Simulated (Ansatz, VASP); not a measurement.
## B4N3 in VASP and in Ansatz

```
CELL_PARAMETERS angstrom
4.87509 0.00000 0.00000
-2.43754 4.22195 0.00000
0.00000 0.00000 3.18854
ATOMIC_POSITIONS crystal
B 0.50803 0.01606 0.00000
B 0.98394 0.49197 0.00000
B 0.50803 0.49197 0.00000
B 0.00000 0.00000 0.00000
N 0.16621 0.83379 0.00000
N 0.66758 0.83379 0.00000
N 0.16621 0.33242 0.00000
```

Alike in both runs: functional PBE; k mesh 4 × 4 × 5; occupations gaussian, width 0.2 eV; no spin polarisation.

Ansatz relaxed the structure, and its values are those at the end. VASP's run is a single point on that final structure, the one shown.

```csv
,VASP,Ansatz
version,VASP 6.6.1,Ansatz 0.2.0
potentials or method,"VASP PAW PBE potentials, release 64 (B, N), cutoff 520 eV","scalar-relativistic, plane waves, PAW"
valence electrons in the cell,27,27
```

```tsv
	VASP	Ansatz	Ansatz less VASP
gap on the k mesh at the Fermi level (eV)	none	none	-
pressure (GPa)	0.2	0.1	-0.05
rms of the force components (eV/Å)	0.005	0.001	-0.0038
```

A gap of «none» marks a metal or a gap that the smearing closes.

The k mesh is coarse, so the values compare programs but aren't converged.
